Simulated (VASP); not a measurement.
Wanted: the native input for a VASP 6.6.1 run.

```yaml
Task: single point
Functional: PBE
Potentials_or_basis: VASP PAW PBE potentials, release 64 (Mg, O)
Cutoff: 520 eV
k_mesh: 2 × 2 × 2, shifted
Occupations: fermi-dirac, width 0.02 eV
Spin: no spin polarisation
Dipole_correction: no
Further_INCAR_settings: LREAL = Auto; ALGO = Normal; EDIFF = 1e-06; NBANDS = 46
```

The structure of MgO lies in POSCAR:

```
MgO
1.0
    3.3077869865      0.0000000000     -4.9828816700
    3.3077869865      0.0000000000      4.9828816700
   -3.3077869864     -5.7292551212      0.0000000000
Mg O
8 8
Direct
    0.8294396405      0.8414804643      0.1465900858
    0.3322778125      0.3556219349      0.1589796546
    0.8525452134      0.8607665605      0.6594836362
    0.3287999674      0.3340075966      0.6430614316
    0.9309508361      0.4427724765      0.3188899711
    0.4195703031      0.9228884965      0.3069927875
    0.9303473470      0.4373151695      0.8123087385
    0.4285268732      0.9370049322      0.8171739434
    0.6383725464      0.0557978051      0.1510498279
    0.1337994464      0.5398476198      0.1419816334
    0.6330857544      0.0532441705      0.6481678545
    0.1424344403      0.5606187638      0.6471333396
    0.7128011128      0.6284164078      0.3218894884
    0.2133586275      0.1154068734      0.3169237469
    0.7305874759      0.6293338171      0.8194702279
    0.2282930010      0.1393639376      0.8365665167
```

This cell differs from its parent crystal: dynamics (nvt langevin) at 200 K, volume x 1.0, from the last frame before.

One way to write it, as run:

INCAR

```
ALGO = Normal
EDIFF = 1E-6
ENCUT = 520
GGA = PE
ISIF = 2
ISMEAR = -1
LASPH = T
LCHARG = T
LELF = T
LREAL = Auto
LVHAR = T
LWAVE = F
NBANDS = 46
NELM = 100
PREC = Accurate
SIGMA = 0.02
```

KPOINTS

```
Automatic mesh
0
Gamma
  2 2 2
  0.5 0.5 0.5
```

Potentials or basis: VASP PAW PBE potentials, release 64 (Mg, O).

Run with:

```bash
$ cat potpaw_PBE.64/Mg/POTCAR potpaw_PBE.64/O/POTCAR > POTCAR
$ mpirun -np 1 vasp_std > vasp.out
```

Results of the run:

| Quantity | Value |
| --- | --- |
| Pressure | 3.2 GPa |
| Largest force | 1.115 eV/Å |
| Band gap on the k mesh | 4.93 eV |

Caveat: the k points lie up to 0.63 Å⁻¹ apart; forces of over 1 eV/Å act on the atoms, so gaps and moduli don't describe the material at rest.

It took 37 s on 1 thread of Intel(R) Xeon(R) 6975P-C (Granite Rapids) (shared host), peak memory 0.31 GiB.
